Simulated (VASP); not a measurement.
Runs of VASP 6.6.1 on CsHoCu. The structure is that of space group P4/mmm (No. 123), or close to it. The cells are those of the table. The cell was generated, and may not be a known phase.

```csv
task,cell,k mesh,gap on the mesh (eV),pressure (GPa),relaxed volume (Å³/atom)
relaxation of cell and atoms,"relaxed from a = 3.752, b = 3.752, c = 6.328 Å, 3 atoms",4 × 4 × 4,none,0.1,(a)
single point,"a = 3.752, b = 3.752, c = 6.328 Å, 3 atoms",4 × 4 × 4,none,5.8,-
relaxation of cell and atoms,"relaxed from a = 3.890, b = 3.890, c = 7.381 Å, 3 atoms",12 × 12 × 6,none,0.0,38.01
single point,"a = 3.890, b = 3.890, c = 7.381 Å, 3 atoms",4 × 4 × 4,none,0.1,-
single point,"a = 3.915, b = 3.915, c = 7.435 Å, 3 atoms",12 × 12 × 6,none,0.0,-
```

Alike in all rows: level PBE; potentials or basis VASP PAW PBE potentials, release 64 (Cs_sv, Ho_3, Cu), 4f in core; no spin polarisation; cutoff (eV) 600; smearing gaussian 0.1 eV.

Estimate the missing entries.

(a) 37.30.

Caveats: some runs use coarse meshes; spin-orbit coupling is left out, which moves the levels of the heavy elements; the 4f electrons are frozen in the core, so they carry no moment and show no levels; the volume moved by over 15 % at a fixed basis, so the end points are rough (at least some runs).

A k mesh can miss the band edges, and the runs leave out spin-orbit coupling on Cs, Ho.

A gap of «none» marks levels without a gap at the run's occupations.
